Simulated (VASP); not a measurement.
## Mg8HO8 (a cell with a defect): single point with PBE

Crystal: Mg8HO8 (a cell with a defect).

```
Mg O H
1.0
     0.00000    4.21100    4.21100
     4.21100    0.00000    4.21100
     4.21100    4.21100    0.00000
Mg O H
8 8 1
Direct
  0.01835 0.99735 0.99698
  0.00521 0.00670 0.49886
  0.01177 0.50210 0.00495
  0.01180 0.50206 0.49085
  0.51164 0.00210 0.03479
  0.51168 0.00194 0.46131
  0.50701 0.50884 0.99697
  0.51647 0.49550 0.49887
  0.25660 0.25727 0.24797
  0.30148 0.21243 0.74788
  0.25678 0.74734 0.26028
  0.25677 0.74733 0.74531
  0.76661 0.25705 0.23545
  0.76660 0.25706 0.75060
  0.76685 0.74698 0.24793
  0.72181 0.79203 0.74791
  0.51179 0.00251 0.74773
```

- Program: VASP 6.6.1
- Task: single point
- Functional: PBE
- Potentials or basis: VASP PAW PBE potentials, release 64 (Mg, O, H)
- Cutoff: 520 eV
- k mesh: 2 × 2 × 2
- Occupations: gaussian, width 0.05 eV
- Spin: no spin polarisation

* Largest force: 0.039 eV/Å

Forces in eV/Å, atoms in the order of the input:
```
Mg   0.009 -0.006 -0.015
Mg   0.008 -0.007  0.017
Mg   0.016  0.016 -0.004
Mg  -0.012 -0.016 -0.003
Mg   0.013  0.015  0.004
Mg  -0.015 -0.018  0.006
Mg  -0.006  0.006 -0.020
Mg  -0.001  0.001  0.018
O   -0.005 -0.002 -0.001
O    0.025 -0.025  0.005
O   -0.003  0.005 -0.003
O   -0.007  0.002 -0.001
O    0.004  0.005 -0.002
O   -0.002 -0.004 -0.003
O    0.000  0.002 -0.002
O   -0.025  0.030  0.007
H    0.002 -0.002 -0.002
```

Levels at points of the mesh, in eV from the Fermi level:
| k point | band 29 | band 30 | band 31 | band 32 | band 33 | band 34 | band 35 | band 36 |
| --- | --- | --- | --- | --- | --- | --- | --- | --- |
| (0.00, 0.00, 0.00) | -0.64 | -0.38 | -0.36 | -0.32 | 4.07 | 6.53 | 7.63 | 7.64 |
| (0.50, 0.00, 0.00) | -0.77 | -0.71 | -0.55 | -0.54 | 6.54 | 6.73 | 8.61 | 8.96 |
| (0.00, 0.50, 0.00) | -0.77 | -0.71 | -0.55 | -0.54 | 6.54 | 6.73 | 8.61 | 8.96 |
| (0.00, 0.00, 0.50) | -0.82 | -0.61 | -0.61 | -0.55 | 5.59 | 6.82 | 8.32 | 9.21 |
| (0.50, 0.50, 0.50) | -0.82 | -0.61 | -0.61 | -0.55 | 5.59 | 6.82 | 8.32 | 9.21 |
| (0.50, 0.50, 0.00) | -0.74 | -0.73 | -0.64 | -0.63 | 6.10 | 7.80 | 8.35 | 9.10 |
| (0.00, 0.50, 0.50) | -1.01 | -1.00 | -0.93 | -0.88 | 7.20 | 7.67 | 8.59 | 8.87 |
| (0.50, 0.00, 0.50) | -1.01 | -1.00 | -0.93 | -0.88 | 7.20 | 7.67 | 8.59 | 8.87 |

Wall time 63 s on 1 thread of Intel(R) Xeon(R) 6975P-C (Granite Rapids), with other jobs on the host, peak memory 0.33 GiB.

Caveat: the k points lie up to 0.65 Å⁻¹ apart; the cell carries a net charge on a neutralising background, which shifts energy and pressure; the cell is charged against a uniform background, so pressure and absolute levels hang on convention.
